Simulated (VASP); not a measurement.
Runs of VASP 6.6.1 on Sr. The structure is that of space group P4/nmm (No. 129), or close to it. The cells are those of the table. 

```csv
cell,k mesh,smearing,gap on the mesh (eV),largest force (eV/Å)
"a = 4.096, b = 4.096, c = 29.885 Å, 2 atoms",10 × 10 × 1,gaussian 0.01 eV,0.07,0.05
"a = 4.205, b = 4.205, c = 29.885 Å, 2 atoms",8 × 8 × 1,gaussian 0.02 eV,0.05,0.07
"a = 4.096, b = 4.096, c = 29.885 Å, 2 atoms",8 × 8 × 1,gaussian 0.02 eV,(c),-
"a = 4.303, b = 4.303, c = 18.000 Å, 2 atoms",4 × 4 × 1,gaussian 0.1 eV,0.46,(a)
"a = 4.122, b = 4.122, c = 29.885 Å, 2 atoms",10 × 10 × 1,gaussian 0.01 eV,0.07,-
"a = 4.205, b = 4.205, c = 29.885 Å, 2 atoms",4 × 4 × 1,gaussian 0.1 eV,0.57,(b)
```

Alike in all rows: task single point; level PBE; potentials or basis VASP PAW PBE potentials, release 64 (Sr_sv); no spin polarisation; cutoff (eV) 520.

**Question.** Fill in the values left out.

**Answer.** (a) 0.18; (b) 0.04; (c) 0.13.

A k mesh can miss the band edges, and the runs leave out spin-orbit coupling on Sr.
